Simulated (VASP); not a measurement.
Here is a VASP 6.6.1 calculation.

INCAR

```
SYSTEM = Zn2SeS
PREC = Accurate ; ENCUT = 520
EDIFF = 1E-6 ; ISMEAR = 0
SIGMA = 0.1 ; LREAL = .False.
LASPH = .True. ; NELM = 60
ALGO = Normal ; ISIF = 2
LWAVE = .False. ; LCHARG = .False.
LDIPOL = .True. ; IDIPOL = 3
DIPOL = 0.5 0.5 0.497 ; GGA = PE
NBANDS = 26
```

Contents of KPOINTS:

```
Automatic mesh
0
Gamma
  6 6 1
  0 0 0
```

The input POSCAR:

```
Zn2SeS
1.0
    4.0493713600      0.0000000000      0.0000000000
   -2.0246851600      3.5068581000      0.0000000000
    0.0000000000      0.0000000000     18.0000000000
Zn Se S
2 1 1
Direct
    0.3333333300      0.6666666700      0.5520377300
    0.6666666700      0.3333333300      0.4379622700
    0.6666666700      0.3333333300      0.5917600000
    0.3333333300      0.6666666700      0.4082400000
```

Potentials or basis: VASP PAW PBE potentials, release 64 (Zn, Se, S).

Launch:

```console
$ cat potpaw_PBE.64/Zn/POTCAR potpaw_PBE.64/Se/POTCAR potpaw_PBE.64/S/POTCAR > POTCAR
$ mpirun -np 1 vasp_std > vasp.out
```

Question: What does it give for the band gap on the k mesh?

Answer: 1.72 eV.

Question: What does it give for the largest force?

Answer: 0.258 eV/Å.

Forces in eV/Å, atoms in the order of the input:
```
Zn   0.000  0.000 -0.167
Zn   0.000  0.000  0.024
Se   0.000  0.000 -0.115
S    0.000  0.000  0.258
```
